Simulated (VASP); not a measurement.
# B3C2 (P-1) in VASP: further runs

B3C2 is run at these levels: PBE; tasks: single point.

Everything below comes from runs of VASP 6.6.1. Logs are shortened: lines on timing, memory, paths and dates and some standing lists are left out, and cuts for length are marked.

### 1 The cell of the first run

The typed cell holds 10 atoms: a = 2.728 Å, b = 4.755 Å, c = 7.455 Å, α = 95.72°, β = 101.12°, γ = 90.02°.

### 2 Single point, PBE

INCAR

```
ALGO     = Normal         # electronic algorithm
EDIFF    = 1E-7           # SCF threshold, eV
ENCUT    = 520            # plane-wave cutoff, eV
GGA      = PE             # functional
ISIF     = 2              # what is computed and relaxed
ISMEAR   = 0              # smearing method
LASPH    = T              # aspherical terms in the spheres
LCHARG   = F              # write CHGCAR
LREAL    = F              # projectors in reciprocal space
LWAVE    = F              # write WAVECAR
NBANDS   = 28             # bands
NELM     = 100            # most SCF steps
PREC     = Accurate       # precision mode
SIGMA    = 0.2            # smearing width, eV
```

KPOINTS

```
k-points
0
Gamma
  8 6 8
```

POSCAR

```
B3C2
1.0
    1.3644452138      2.3627948324     -0.0137009434
   -4.1180044914      2.3765057080      0.0155277079
   -0.0363379396     -1.5973461249      7.2814736291
B C
6 4
Direct
    0.6097969885      0.2041980503      0.2082139878
    0.1154776016      0.7069402017      0.2189940446
    0.8901994671      0.2958177917      0.7917976382
    0.3845343132      0.7930660098      0.7809842385
    0.4990245741      0.4174011335     -0.0017544143
    0.0009877499      0.0825814779      0.0017506569
    0.3886384095      0.4646494814      0.7887779333
    0.8936001009      0.9505870662      0.7981438970
    0.1113660263      0.0353496111      0.2112234604
    0.6063747689      0.5494091765      0.2018685575
```

Potentials or basis: VASP PAW PBE potentials, release 64 (B, C).

Command:

```console
> cat potpaw_PBE.64/B/POTCAR potpaw_PBE.64/C/POTCAR > POTCAR
> mpirun -np 1 vasp_std > vasp.out
```

OUTCAR:

```text
EDIFF = 1E-7
   ENCUT = 520
   GGA = PE
   ISIF = 2
   ISMEAR = 0
   LASPH = T
   LREAL = F
   NELM = 100
   PREC = Accurate

 ion  position               nearest neighbor table
   1  0.610  0.204  0.208-   9 1.58   9 1.58  10 1.65   5 1.92   6 2.07   6 2.07
   2  0.115  0.707  0.219-  10 1.56  10 1.56   9 1.57
   3  0.890  0.296  0.792-   7 1.58   7 1.58   8 1.65   6 1.92   5 2.07   5 2.07
   4  0.385  0.793  0.781-   8 1.56   8 1.56   7 1.57
   5  0.499  0.417  0.998-  10 1.56   7 1.57   1 1.92   3 2.07   3 2.07   6 2.10   6 2.10
   6  0.001  0.083  0.002-   8 1.56   9 1.57   3 1.92   1 2.07   1 2.07   5 2.10   5 2.10
   7  0.389  0.465  0.789-   4 1.57   5 1.57   3 1.58   3 1.58
   8  0.894  0.951  0.798-   4 1.56   4 1.56   6 1.56   3 1.65
   9  0.111  0.035  0.211-   2 1.57   6 1.57   1 1.58   1 1.58
  10  0.606  0.549  0.202-   2 1.56   2 1.56   5 1.56   1 1.65

  LATTYP: Found a triclinic cell.
 ALAT       =     7.4276712681
 B/A-ratio  =     0.3673422352
 C/A-ratio  =     0.6401164811
 COS(alpha) =     0.0002936023
 COS(beta)  =     0.1001604055
 COS(gamma) =     0.1737435232

  Lattice vectors:

 A1 = (  -1.3281072742,  -0.7654487075,  -7.2677726857)
 A2 = (  -1.3644452138,  -2.3627948324,   0.0137009434)
 A3 = (  -4.1180044914,   2.3765057080,   0.0155277079)

Analysis of symmetry for initial positions (statically):
=====================================================================
 Subroutine PRICEL returns:
 Original cell was already a primitive cell.

 Routine SETGRP: Setting up the symmetry group for a
 triclinic supercell.

 Subroutine GETGRP returns: Found  1 space group operations
 (whereof  1 operations were pure point group operations)
 out of a pool of  2 trial point group operations.

The static configuration has the point symmetry C_1 .

Analysis of symmetry for dynamics (positions and initial velocities):
=====================================================================
 Subroutine PRICEL returns:
 Original cell was already a primitive cell.

 Routine SETGRP: Setting up the symmetry group for a
 triclinic supercell.

 Subroutine GETGRP returns: Found  1 space group operations
 (whereof  1 operations were pure point group operations)
 out of a pool of  2 trial point group operations.

The dynamic configuration has the point symmetry C_1 .

 Subroutine INISYM returns: Found  1 space group operations
 (whereof  1 operations are pure point group operations),
 and found     1 'primitive' translations

----------------------------------------------------------------------------------------

                                     Primitive cell

  volume of cell :      94.4009

  direct lattice vectors                    reciprocal lattice vectors
     1.364445214  2.362794832 -0.013700943     0.183570929  0.317630093  0.070595022
    -4.118004491  2.376505708  0.015527708    -0.182018787  0.105239151  0.022178088
    -0.036337940 -1.597346125  7.281473629     0.000733564  0.000373236  0.137420376

  length of vectors
     2.728497366  4.754574795  7.454709471     0.373591781  0.211418980  0.137422841

  position of ions in fractional coordinates (direct lattice)
     0.609796989  0.204198050  0.208213988
     0.115477602  0.706940202  0.218994045
     0.890199467  0.295817792  0.791797638
     0.384534313  0.793066010  0.780984238
     0.499024574  0.417401134  0.998245586
     0.000987750  0.082581478  0.001750657
     0.388638409  0.464649481  0.788777933
     0.893600101  0.950587066  0.798143897
     0.111366026  0.035349611  0.211223460
     0.606374769  0.549409176  0.201868557

  ion indices of the primitive-cell ions
   primitive index   ion index
                 1           1
                 2           2
                 3           3
                 4           4
                 5           5
                 6           6
                 7           7
                 8           8
                 9           9
                10          10

----------------------------------------------------------------------------------------

 KPOINTS: k-points

Automatic generation of k-mesh.
 Grid dimensions read from file:
 generate k-points for:    8    6    8

 Generating k-lattice:

  Cartesian coordinates                     Fractional coordinates (reciprocal lattice)
     0.022946366  0.039703762  0.008824378     0.125000000  0.000000000 -0.000000000
    -0.030336464  0.017539859  0.003696348    -0.000000000  0.166666667  0.000000000
     0.000091696  0.000046655  0.017177547     0.000000000 -0.000000000  0.125000000

  Length of vectors
     0.046698973  0.035236497  0.017177855

  Shift w.r.t. Gamma in fractional coordinates (k-lattice)
     0.000000000  0.000000000  0.000000000

 Subroutine IBZKPT returns following result:
 ===========================================

 Found    196 irreducible k-points:

 Following reciprocal coordinates:
            Coordinates               Weight
  0.000000  0.000000  0.000000      1.000000
  0.125000  0.000000 -0.000000      2.000000
  0.250000  0.000000 -0.000000      2.000000
  0.375000  0.000000 -0.000000      2.000000
  0.500000  0.000000 -0.000000      1.000000
 -0.000000  0.166667 -0.000000      2.000000
[... 16 lines left out ...]
  0.125000  0.500000 -0.000000      2.000000
  0.250000  0.500000 -0.000000      2.000000
 [... further k-points ...]
   k-points           NKPTS =    196   k-points in BZ     NKDIM =    196   number of bands    NBANDS=     28
   number of dos      NEDOS =    301   number of ions     NIONS =     10
   total plane-waves  NPLWV =  40320
   dimension x,y,z NGX =    20 NGY =   36 NGZ =   56
   dimension x,y,z NGXF=    40 NGYF=   72 NGZF=  112
   ions per type =               6   4
   NGX,Y,Z   is equivalent  to a cutoff of  12.19, 12.59, 12.49 a.u.
   NGXF,Y,Z  is equivalent  to a cutoff of  24.37, 25.18, 24.98 a.u.
 SYSTEM =  unknown system
   PREC   = accura    normal or accurate (medium, high low for compatibility)
   ISTART =      0    job   : 0-new  1-cont  2-samecut
   ICHARG =      2    charge: 1-file 2-atom 10-const
   ISPIN  =      1    spin polarized calculation?
   LNONCOLLINEAR =      F non collinear calculations
   LSORBIT =      F    spin-orbit coupling
   LASPH  =      T    aspherical Exc in radial PAW
   ENCUT  =  520.0 eV  38.22 Ry    6.18 a.u.   5.07  8.84 13.86*2*pi/ulx,y,z
   NELM   =    100;   NELMIN=  2; NELMDL= -5     # of ELM steps
   EDIFF  = 0.1E-06   stopping-criterion for ELM
   LREAL  =      F    real-space projection
   EDIFFG = 0.1E-05   stopping-criterion for IOM
   NSW    =      0    number of steps for IOM
   IBRION =     -1    ionic relax: 0-MD 1-quasi-New 2-CG
   NFREE  =      0    steps in history (QN), initial steepest desc. (CG)
   ISIF   =      2    stress and relaxation
   ISYM   =      2    0-nonsym 1-usesym 2-fastsym
   POTIM  = 0.5000    time-step for ionic-motion
   TEBEG  =    0.0;   TEEND  =   0.0 temperature during run
   PSTRESS=    0.0 pullay stress
   NELECT =      34.0000    total number of electrons
   NUPDOWN=      -1.0000    fix difference up-down
   EMIN   =  10.00;   EMAX   =-10.00  energy-range for DOS
   EFERMI =   0.00;   METHOD = LEGACY
   ISMEAR =     0;   SIGMA  =   0.20  broadening in eV -4-tet -1-fermi 0-gaus
   EFERMI_NEDOS =   21; number of points for ismear=-14 and -15
   IALGO  =     38    algorithm
   IMIX   =      4    mixing-type and parameters
     AMIX     =   0.40;   BMIX     =  1.00
     AMIX_MAG =   1.60;   BMIX_MAG =  1.00
  volume/ion in A,a.u.               =       9.44        63.70
  Fermi-wavevector in a.u.,A,eV,Ry     =   1.164776  2.201107 18.459064  1.356703
  Thomas-Fermi vector in A             =   2.301310
   LORBIT       =      0    0 simple, 1 ext, 2 COOP (PROOUT), +10 PAW based schemes
   GGA     = PE    functional components
   LHFCALC =     F    Hartree Fock is set to
   AEXX    =    0.0000 exact exchange contribution
   IVDW    =     0    specifies the selected vdW correction
   LEPSILON=     F    determine dielectric tensor
   LRPA    =     F    only Hartree local field effects (RPA)
 non-spin polarized calculation
 Gauss-broadening in eV      SIGMA  =   0.20
  energy-cutoff  :      520.00
  volume of cell :       94.40
 maximum number of plane-waves:      2564
   NGX = 11   NGY = 17   NGZ = 27

 number of electron      34.0000002 magnetization

 Free energy of the ion-electron system (eV)
  ---------------------------------------------------
  ext. energy  EPLUGINS =         0.00000000
  ---------------------------------------------------
  free energy    TOTEN  =       -75.38844227 eV

  energy without entropy =      -75.36369327  energy(sigma->0) =      -75.37606777

 E-fermi :   2.7664     XC(G=0):  -9.7601

 val. band max:        2.7604850506   @ k =  -0.1250   0.1667   0.5000
 cond. band min:       2.7707852078   @ k =   0.1250  -0.1667   0.1250
 fundamental gap:      0.0103001572
 Fermi energy:         2.7664320863

 k-point     1 :       0.0000    0.0000    0.0000
  band No.  band energies     occupation
      1     -13.4961      2.00000
      2     -11.9629      2.00000
      3      -9.5326      2.00000
      4      -8.6454      2.00000
      5      -7.2077      2.00000
      6      -5.3908      2.00000
[... 20 lines left out ...]
     27      11.6755      0.00000
     28      12.2287      0.00000

 k-point     2 :       0.1250    0.0000   -0.0000
  band No.  band energies     occupation
      1     -13.2630      2.00000
      2     -11.7518      2.00000
      3      -9.3677      2.00000
      4      -8.5096      2.00000
      5      -6.9821      2.00000
      6      -5.2040      2.00000
[... 674 lines left out ...]
 k-point    24 :       0.2500    0.5000   -0.0000
  band No.  band energies     occupation
      1     -11.9294      2.00000
      2     -10.7020      2.00000
      3     -10.3632      2.00000
      4      -9.7164      2.00000
      5      -4.2111      2.00000
      6      -4.1219      2.00000
[... 20 lines left out ...]
     27      12.3719      0.00000
     28      12.7571      0.00000

 [... further k-points ...]

------------------------ aborting loop because EDIFF is reached ----------------------------------------

  FORCE on cell =-STRESS in cart. coord.  units (eV):
  Direction    XX          YY          ZZ          XY          YZ          ZX
  --------------------------------------------------------------------------------------
  -------------------------------------------------------------------------------------
  Total        0.0188088      0.0920344      0.1120869     -0.0092904      0.0020065     -0.0089112
  in kB        0.3192241      1.5620132      1.9023436     -0.1576774      0.0340547     -0.1512416
  external PRESSURE =       1.2611937 kB  Pullay stress =       0.0000000 kB

 VOLUME and BASIS-vectors are now :
 -----------------------------------------------------------------------------
  energy-cutoff  :      520.00
  volume of cell :       94.40
      direct lattice vectors                 reciprocal lattice vectors
     1.364445214  2.362794832 -0.013700943     0.183570929  0.317630093  0.070595022
    -4.118004491  2.376505708  0.015527708    -0.182018787  0.105239151  0.022178088
    -0.036337940 -1.597346125  7.281473629     0.000733564  0.000373236  0.137420376

 POSITION                                       TOTAL-FORCE (eV/Angst)
 -----------------------------------------------------------------------------------
     -0.01642      1.59351      1.51092        -0.003818      0.004845      0.004728
     -2.76158      1.60309      1.60399        -0.003446      0.000650      0.009811
     -0.03232      1.54160      5.75785         0.005334     -0.004706     -0.004766
     -2.76955      1.54580      5.69376         0.002499     -0.004628     -0.007739
     -1.07424      0.57651      7.26834         0.006323     -0.003712      0.000485
     -0.33879      0.19579      0.01402        -0.007353      0.003716      0.001941
     -1.41182      0.76256      5.74536        -0.010198      0.008568     -0.015513
     -2.72426      3.09556      5.81418         0.004705      0.000256     -0.016601
     -0.00129      0.00975      1.53704         0.008546     -0.008534      0.014644
     -1.44244      2.41596      1.47012        -0.002592      0.003544      0.013009
 -----------------------------------------------------------------------------------
    total drift:                               -0.000000      0.000000     -0.000001

  FREE ENERGIE OF THE ION-ELECTRON SYSTEM (eV)
  ---------------------------------------------------
  free  energy   TOTEN  =       -75.3884422703 eV

  energy  without entropy=      -75.3636932742  energy(sigma->0) =      -75.37606777
```

Wall time 13 min (1 thread of Intel Xeon 8259CL, shared host); peak memory 0.46 GiB.

Results:

```yaml
Free_energy: -75.3884 eV
Pressure: 0.1 GPa
Largest_force: 0.020 eV/Å
Band_gap_on_the_k_mesh: zero (bands 17 and 18 overlap by 2.01 eV)
```

Forces on the atoms (eV/Å):
```
B   -0.004  0.005  0.005
B   -0.003  0.001  0.010
B    0.005 -0.005 -0.005
B    0.002 -0.005 -0.008
B    0.006 -0.004  0.000
B   -0.007  0.004  0.002
C   -0.010  0.009 -0.016
C    0.005  0.000 -0.017
C    0.009 -0.009  0.015
C   -0.003  0.004  0.013
```

Stress tensor (GPa, compression positive):
```
 0.03 -0.02 -0.02
-0.02  0.16  0.00
-0.02  0.00  0.19
```

Levels at points of the mesh, in eV from the Fermi level:
| k point | band 13 | band 14 | band 15 | band 16 | band 17 | band 18 | band 19 | band 20 | band 21 | band 22 |
| --- | --- | --- | --- | --- | --- | --- | --- | --- | --- | --- |
| (0.00, 0.00, 0.00) | -1.90 | -0.74 | -0.44 | -0.24 | 0.62 | 3.42 | 3.85 | 4.39 | 5.52 | 5.90 |
| (0.50, 0.00, 0.00) | -3.64 | -3.62 | -1.59 | -1.59 | -0.62 | -0.59 | 3.03 | 3.31 | 5.92 | 6.39 |
| (0.00, 0.50, 0.00) | -2.47 | -2.21 | -1.69 | -1.65 | 0.82 | 4.35 | 5.09 | 5.09 | 5.37 | 6.10 |
| (0.50, 0.50, 0.00) | -2.93 | -2.92 | -2.23 | -2.15 | -1.18 | -1.10 | 3.18 | 3.53 | 5.34 | 5.58 |
| (0.00, 0.00, 0.50) | -1.94 | -0.74 | -0.45 | -0.24 | 0.60 | 3.02 | 4.38 | 5.56 | 5.66 | 6.20 |
| (0.50, 0.00, 0.50) | -3.65 | -3.63 | -1.58 | -1.57 | -0.62 | -0.60 | 3.03 | 3.30 | 5.92 | 6.40 |
| (0.00, 0.50, 0.50) | -2.65 | -2.21 | -1.69 | -1.65 | 0.85 | 4.91 | 5.08 | 5.38 | 5.62 | 6.54 |
| (0.50, 0.50, 0.50) | -2.93 | -2.92 | -2.23 | -2.15 | -1.17 | -1.09 | 3.19 | 3.54 | 5.34 | 5.58 |

### 3 Single point, PBE

This run uses another cell than the first one, of 9.52 Å³/atom.

INCAR

```
SYSTEM = B3C2
PREC = Accurate
ENCUT = 520
EDIFF = 1E-6
ISMEAR = 0
SIGMA = 0.1
LREAL = .FALSE.
LASPH = .TRUE.
NELM = 80
ALGO = Normal
ISIF = 2
LWAVE = .FALSE.
LCHARG = .FALSE.
GGA = PE
NBANDS = 28
```

KPOINTS

```
Automatic mesh
0
G
  12 8 4
  0 0 0
```

POSCAR

```
B3C2
1.0
    2.7285004455     -0.0003901942     -0.0009756601
    0.0007160182      4.7548485922     -0.0026313987
    1.2878028416      0.7394114772      7.3381463647
B C
6 4
Direct
    0.3477190503      0.9547861470      0.2925084487
    0.8520625046      0.4566367192      0.2832956239
    0.6522809497      0.0452138530      0.7074915513
    0.1479374954      0.5433632808      0.7167043761
    0.2490889139      0.1697474260      0.5020566599
    0.7509110861      0.8302525740      0.4979433401
    0.1514293687      0.2153060735      0.7092957448
    0.6556568812      0.7016668326      0.7003088534
    0.8485706313      0.7846939265      0.2907042552
    0.3443431188      0.2983331674      0.2996911466
```

Potentials or basis: VASP PAW PBE potentials, release 64 (B, C).

Command:

```console
> cat potpaw_PBE.64/B/POTCAR potpaw_PBE.64/C/POTCAR > POTCAR
> mpirun -np 1 vasp_std > vasp.out
```

It took 12 min on 1 thread of Intel Xeon 8259CL, shared host; peak memory 0.46 GiB.

Results (log left out):

- Free energy: -75.3540 eV
- Pressure: 0.2 GPa
- Largest force: 0.025 eV/Å
- Band gap on the k mesh: zero (bands 17 and 18 overlap by 2.11 eV)

Forces on the atoms (eV/Å):
```
B    0.000  0.006 -0.001
B    0.000  0.000 -0.005
B    0.000 -0.006  0.001
B    0.000  0.000  0.005
B    0.000 -0.009 -0.007
B    0.000  0.009  0.007
C    0.000  0.010  0.023
C    0.000 -0.004  0.016
C    0.000 -0.010 -0.023
C    0.000  0.004 -0.016
```

Levels at points of the mesh, in eV from the Fermi level:
```tsv
k point	band 15	band 16	band 17	band 18	band 19	band 20
(0.00, 0.00, 0.00)	-0.51	-0.23	0.52	3.37	3.77	4.45
(0.50, 0.00, 0.00)	-1.66	-1.66	-0.59	-0.57	2.98	3.22
(0.00, 0.50, 0.00)	-1.69	-1.66	0.83	4.35	4.99	5.14
(0.50, 0.50, 0.00)	-2.21	-2.13	-1.25	-1.18	3.19	3.50
(0.00, 0.00, 0.50)	-0.52	-0.24	0.50	3.00	4.44	5.52
(0.50, 0.00, 0.50)	-1.68	-1.67	-0.59	-0.56	2.98	3.22
(0.00, 0.50, 0.50)	-1.69	-1.66	0.86	4.87	5.13	5.35
(0.50, 0.50, 0.50)	-2.21	-2.13	-1.26	-1.19	3.17	3.49
```
